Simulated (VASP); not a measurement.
# Mo: single point with PBE

Crystal: Mo.

```
Mo
1.0
    -1.32785    1.32785    1.32785
     1.32785   -1.32785    1.32785
     1.32785    1.32785   -1.32785
Mo
1
Direct
  0.00000 0.00000 0.00000
```

| Quantity | Value |
| --- | --- |
| Program | VASP 6.6.1 |
| Task | single point |
| Functional | PBE |
| Potentials or basis | VASP PAW PBE potentials, release 64 (Mo_sv) |
| Cutoff | 520 eV |
| k mesh | 20 × 20 × 20 |
| Occupations | fermi-dirac, width 0.1 eV |
| Spin | no spin polarisation |
| Dipole correction | no |
| Further INCAR settings | ALGO = Normal; EDIFF = 1e-06; NBANDS = 13 |

The pressure is 386.9 GPa and the band gap on the k mesh is zero (bands 7 and 8 overlap by 10.66 eV).

Levels at points of the mesh, in eV from the Fermi level:
| k point | band 5 | band 6 | band 7 | band 8 | band 9 | band 10 |
| --- | --- | --- | --- | --- | --- | --- |
| (0.00, 0.00, 0.00) | -7.66 | -3.19 | -3.19 | -3.19 | 2.16 | 2.16 |
| (0.50, 0.00, 0.00) | -9.46 | -7.16 | 2.91 | 4.01 | 5.49 | 9.30 |
| (0.50, 0.50, 0.50) | -11.19 | -11.19 | 7.47 | 7.47 | 7.47 | 14.34 |

It took 24 s on 1 thread of Intel(R) Xeon(R) Platinum 8259CL CPU @ 2.50GHz (Skylake/Cascade Lake) (shared host), peak memory 0.14 GiB.

Caveat: the cell stands under pressure.
